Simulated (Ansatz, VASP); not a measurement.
## Two plane-wave programs on Rb

```
Rb
1.0
     0.00000    5.66244    5.66244
     5.66244    0.00000    5.66244
     5.66244    5.66244    0.00000
Rb
2
Direct
  0.12500 0.12500 0.12500
  0.87500 0.87500 0.87500
```

Alike in both runs: task single point; functional BLYP; k mesh 6 × 6 × 6; occupations fermi-dirac, width 0.1 eV; no spin polarisation.

|  | VASP | Ansatz |
| --- | --- | --- |
| version | VASP 6.6.1 | Ansatz 0.2.0 |
| potentials or method | VASP PAW PBE potentials, release 64 (Rb_sv), cutoff 520 eV | plane waves (420 eV) with PAW, scalar-relativistic |
| valence electrons in the cell | 18 | 18 |

|  | VASP | Ansatz | Ansatz less VASP |
| --- | --- | --- | --- |
| pressure (GPa) | 0.0 | 0.0 | 0.00 |

VASP's potentials were made for PBE, not for BLYP. Ansatz's warnings: xc potential rough in thin density.
